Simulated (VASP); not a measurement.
# CdS (I-4m2) in VASP: settings compared, part 2 of 3

VASP 6.6.1.

## (3) Dielectric tensor, r2SCAN (epitaxial xy strain -3.0%)

Contents of INCAR:

```
PREC = Accurate ; ENCUT = 520
EDIFF = 1E-8 ; ISMEAR = 0
SIGMA = 0.01 ; LREAL = F
LASPH = T ; NELM = 100
ALGO = Normal ; ISIF = 2
LWAVE = F ; LCHARG = F
METAGGA = R2SCAN ; LMIXTAU = T
LCALCEPS = T
```

Contents of KPOINTS:

```
regular mesh
0
Gamma
  6 6 6
```

Contents of POSCAR:

```
CdS
1.0
    0.0000000000      2.8510383978      3.0637898083
    2.8510383978      0.0000000000      3.0637898083
    2.8510383978      2.8510383978      0.0000000000
Cd S
1 1
Direct
    0.0000000000      0.0000000000      0.0000000000
    0.2500000000      0.2500000000      0.2500000000
```

Potentials or basis: VASP PAW PBE potentials, release 64 (Cd, S).

Command:

```
$ cat potpaw_PBE.64/Cd/POTCAR potpaw_PBE.64/S/POTCAR > POTCAR
$ mpirun -np 1 vasp_std > vasp.out
```

OUTCAR:

```text
PREC = Accurate
   ENCUT = 520
   EDIFF = 1E-8
   ISMEAR = 0
   LREAL = F
   LASPH = T
   NELM = 100
   ISIF = 2
   METAGGA = R2SCAN

 ion  position               nearest neighbor table
   1  0.000  0.000  0.000-   2 2.53   2 2.53   2 2.53   2 2.53
   2  0.250  0.250  0.250-   1 2.53   1 2.53   1 2.53   1 2.53

  LATTYP: Found a body centered tetragonal cell.
 ALAT       =     4.0319771690
 C/A-ratio  =     1.5197456136

  Lattice vectors:

 A1 = (  -2.8510383978,   0.0000000000,   3.0637898083)
 A2 = (   2.8510383978,   0.0000000000,   3.0637898083)
 A3 = (   0.0000000000,   2.8510383978,  -3.0637898083)

Analysis of symmetry for initial positions (statically):
=====================================================================
 Subroutine PRICEL returns:
 Original cell was already a primitive cell.

 Routine SETGRP: Setting up the symmetry group for a
 body centered tetragonal supercell.

 Subroutine GETGRP returns: Found  8 space group operations
 (whereof  8 operations were pure point group operations)
 out of a pool of 16 trial point group operations.

The static configuration has the point symmetry D_2d.

Analysis of symmetry for dynamics (positions and initial velocities):
=====================================================================
 Subroutine PRICEL returns:
 Original cell was already a primitive cell.

 Routine SETGRP: Setting up the symmetry group for a
 body centered tetragonal supercell.

 Subroutine GETGRP returns: Found  8 space group operations
 (whereof  8 operations were pure point group operations)
 out of a pool of 16 trial point group operations.

The dynamic configuration has the point symmetry D_2d.

 Subroutine INISYM returns: Found  8 space group operations
 (whereof  8 operations are pure point group operations),
 and found     1 'primitive' translations

----------------------------------------------------------------------------------------

                                     Primitive cell

  volume of cell :      49.8075

  direct lattice vectors                    reciprocal lattice vectors
     0.000000000  2.851038398  3.063789808    -0.175374699  0.175374699  0.163196574
     2.851038398  0.000000000  3.063789808     0.175374699 -0.175374699  0.163196574
     2.851038398  2.851038398  0.000000000     0.175374699  0.175374699 -0.163196574

  length of vectors
     4.185119823  4.185119823  4.031977169     0.296893401  0.296893401  0.296893401

  position of ions in fractional coordinates (direct lattice)
     0.000000000  0.000000000  0.000000000
     0.250000000  0.250000000  0.250000000

  ion indices of the primitive-cell ions
   primitive index   ion index
                 1           1
                 2           2

----------------------------------------------------------------------------------------

 KPOINTS: regular mesh

Automatic generation of k-mesh.
[... 83 lines left out ...]
   IALGO  =     38    algorithm
   IMIX   =      4    mixing-type and parameters
     AMIX     =   0.40;   BMIX     =  1.00
     AMIX_MAG =   1.60;   BMIX_MAG =  1.00
  volume/ion in A,a.u.               =      24.90       168.06
  Fermi-wavevector in a.u.,A,eV,Ry     =   1.166095  2.203600 18.500900  1.359778
  Thomas-Fermi vector in A             =   2.302613
   LORBIT       =      0    0 simple, 1 ext, 2 COOP (PROOUT), +10 PAW based schemes
   METAGGA = R2SCAN    functional components
   LHFCALC =     F    Hartree Fock is set to
   AEXX    =    0.0000 exact exchange contribution
   IVDW    =     0    specifies the selected vdW correction
   LEPSILON=     F    determine dielectric tensor
   LRPA    =     F    only Hartree local field effects (RPA)
   LRPA       =     F
 non-spin polarized calculation
 Gauss-broadening in eV      SIGMA  =   0.01
  energy-cutoff  :      520.00
  volume of cell :       49.81
 maximum number of plane-waves:      1356
   NGX = 15   NGY = 15   NGZ = 15

 number of electron      18.0000003 magnetization

 Free energy of the ion-electron system (eV)
  ---------------------------------------------------
  ext. energy  EPLUGINS =         0.00000000
  ---------------------------------------------------
  free energy    TOTEN  =       -29.66842302 eV

  energy without entropy =      -29.66842302  energy(sigma->0) =      -29.66842302

 E-fermi :   1.1351     XC(G=0):  -9.7176

 val. band max:        1.0930806027   @ k =   0.0000   0.0000   0.0000
 cond. band min:   10000.0000000000   @ k =   0.0000   0.0000   0.0000
 fundamental gap:   9998.9069193973
 Fermi energy:         1.1350580516

 k-point     1 :       0.0000    0.0000    0.0000
  band No.  band energies     occupation
      1     -11.8231      2.00000
      2      -6.9656      2.00000
      3      -6.9164      2.00000
      4      -6.9154      2.00000
      5      -6.4444      2.00000
      6      -6.4211      2.00000
      7       0.8422      2.00000
      8       1.0925      2.00000
      9       1.0931      2.00000
     10   10000.0000      0.00000
     11   10000.0000      0.00000
     12   10000.0000      0.00000
     13   10000.0000      0.00000
[... 354 lines left out ...]
  band No.  band energies     occupation
      1     -11.2835      2.00000
      2      -6.7245      2.00000
      3      -6.6392      2.00000
      4      -6.5693      2.00000
      5      -6.3664      2.00000
      6      -5.9651      2.00000
      7      -2.6693      2.00000
      8      -1.1520      2.00000
      9      -0.6977      2.00000
     10   10000.0000      0.00000
     11   10000.0000      0.00000
     12   10000.0000      0.00000
     13   10000.0000      0.00000

 [... further k-points ...]

------------------------ aborting loop because EDIFF is reached ----------------------------------------

            Ionic dipole moment: p[ion]=(     8.55312     8.55312     9.19137 ) |e| Angst

 Total electronic dipole moment: p[elc]=(     0.00614     0.00614     0.01916 ) |e| Angst

 MACROSCOPIC STATIC DIELECTRIC TENSOR (including local field effects)
 ------------------------------------------------------
           5.334572     0.000000     0.000000
           0.000000     5.334572     0.000000
           0.000000     0.000000     5.565970
 ------------------------------------------------------

 PIEZOELECTRIC TENSOR (including local field effects) (e Angst)
          XX          YY          ZZ          XY          YZ          ZX
  --------------------------------------------------------------------------------
  x     0.00000     0.00000     0.00000     0.00000    -1.92195     0.00000
  y     0.00000     0.00000     0.00000     0.00000    -0.00000    -1.92195
  z     0.00000     0.00000     0.00000    -1.73787     0.00000     0.00000

 PIEZOELECTRIC TENSOR (including local field effects) (C/m^2)
          XX          YY          ZZ          XY          YZ          ZX
  --------------------------------------------------------------------------------
  x     0.00000     0.00000     0.00000     0.00000    -0.61824     0.00000
  y     0.00000     0.00000     0.00000     0.00000    -0.00000    -0.61824
  z     0.00000     0.00000     0.00000    -0.55903     0.00000     0.00000

 BORN EFFECTIVE CHARGES (including local field effects) (in |e|, cummulative output)
 ---------------------------------------------------------------------------------
 ion    1
    1     2.12702     0.00000     0.00000
    2     0.00000     2.12702     0.00000
    3     0.00000     0.00000     2.27385
 ion    2
    1    -2.12702     0.00000    -0.00000
    2     0.00000    -2.12702    -0.00000
    3     0.00000     0.00000    -2.27385

  FORCE on cell =-STRESS in cart. coord.  units (eV):
  Direction    XX          YY          ZZ          XY          YZ          ZX
  --------------------------------------------------------------------------------------
  -------------------------------------------------------------------------------------
  Total        0.5851987      0.5851987      0.1234999      0.0000000     -0.0000000      0.0000000
  in kB       18.8243011     18.8243011      3.9726655      0.0000000     -0.0000000      0.0000000
  external PRESSURE =      13.8737559 kB  Pullay stress =       0.0000000 kB

 VOLUME and BASIS-vectors are now :
 -----------------------------------------------------------------------------
  energy-cutoff  :      520.00
  volume of cell :       49.81
      direct lattice vectors                 reciprocal lattice vectors
     0.000000000  2.851038398  3.063789808    -0.175374699  0.175374699  0.163196574
     2.851038398  0.000000000  3.063789808     0.175374699 -0.175374699  0.163196574
     2.851038398  2.851038398  0.000000000     0.175374699  0.175374699 -0.163196574

 POSITION                                       TOTAL-FORCE (eV/Angst)
 -----------------------------------------------------------------------------------
      0.00000      0.00000      0.00000         0.000000      0.000000      0.000000
      1.42552      1.42552      1.53189        -0.000000     -0.000000     -0.000000
 -----------------------------------------------------------------------------------
    total drift:                               -0.000025     -0.000025     -0.000052

  FREE ENERGIE OF THE ION-ELECTRON SYSTEM (eV)
  ---------------------------------------------------
  free  energy   TOTEN  =       -29.6684230152 eV

  energy  without entropy=      -29.6684230152  energy(sigma->0) =      -29.66842302
```

OSZICAR:

```text
N       E                     dE             d eps       ncg     rms          rms(c)
DAV:   1     0.842299262635E+02    0.84230E+02   -0.93739E+03   796   0.129E+03
DAV:   2    -0.298871156737E+02   -0.11412E+03   -0.10933E+03   900   0.300E+02
[... 13 lines left out ...]
DMP:  10    -0.296684228547E+02   -0.10737E-06   -0.98135E-07   884   0.185E-06   0.115E-06
DMP:  11    -0.296684229238E+02   -0.69057E-07   -0.64131E-07   884   0.109E-06   0.986E-07
DMP:  12    -0.296684229702E+02   -0.46399E-07   -0.36020E-07   884   0.535E-07   0.703E-07
DMP:  13    -0.296684229956E+02   -0.25396E-07   -0.18109E-07   884   0.262E-07   0.366E-07
DMP:  14    -0.296684230084E+02   -0.12802E-07   -0.94230E-08   884   0.141E-07   0.182E-07
DMP:  15    -0.296684230152E+02   -0.67982E-08   -0.50516E-08   884   0.751E-08   0.985E-08
   1 F= -.29668423E+02 E0= -.29668423E+02  d E =-.949385E-12
```

stdout:

```text
POSCAR found type information on POSCAR CdS
 POSCAR found :  2 types and       2 ions
 scaLAPACK will be used
 -----------------------------------------------------------------------------
|                                                                             |
[... 110 lines left out ...]
 p_tot=(  0.856E+01  0.857E+01  0.920E+01 )
dp_tot=(  0.726E-05  0.119E-01  0.746E-05 )  diag[e(oo)]=(    ---    5.31954    ---   )
 p_tot=(  0.856E+01  0.857E+01  0.920E+01 )
dp_tot=(  0.720E-05  0.119E-01  0.744E-05 )  diag[e(oo)]=(    ---    5.32855    ---   )
 p_tot=(  0.856E+01  0.857E+01  0.920E+01 )
dp_tot=(  0.711E-05  0.119E-01  0.742E-05 )  diag[e(oo)]=(    ---    5.33209    ---   )
 p_tot=(  0.856E+01  0.857E+01  0.920E+01 )
dp_tot=(  0.706E-05  0.119E-01  0.740E-05 )  diag[
```

It took 26 min on 1 thread of Intel Xeon Platinum 8375C at 2.90GHz (Ice Lake), shared host; peak memory 0.43 GiB.

Results:

* Band gap on the k mesh: 1.49 eV
* Electronic dielectric tensor (diagonal): 5.33, 5.33, 5.57
* Born charges (mean of the diagonal): Cd +2.18; S -2.18 e

Electronic dielectric tensor:
```
5.33 0.00 0.00
0.00 5.33 0.00
0.00 0.00 5.57
```

Born effective charge tensors (e):
atom 1, Cd
```
2.13 0.00 0.00
0.00 2.13 0.00
0.00 0.00 2.27
```
atom 2, S
```
-2.13  0.00  0.00
 0.00 -2.13  0.00
 0.00  0.00 -2.27
```

Dipole moments of the cell (e·Å, modulo the quantum): ionic 8.553, 8.553, 9.191; electronic 0.006, 0.006, 0.019

Caveat: the cell differs from its parent crystal (epitaxial xy strain -3.0%); the structure was generated, so it needn't be the stable form of CdS; the PAW data sets were made with another functional, which shifts forces and pressure a little.

(Part 2 of 3 ends here.)

The gap in the log of VASP goes by the Fermi energy; the results here count the filled bands.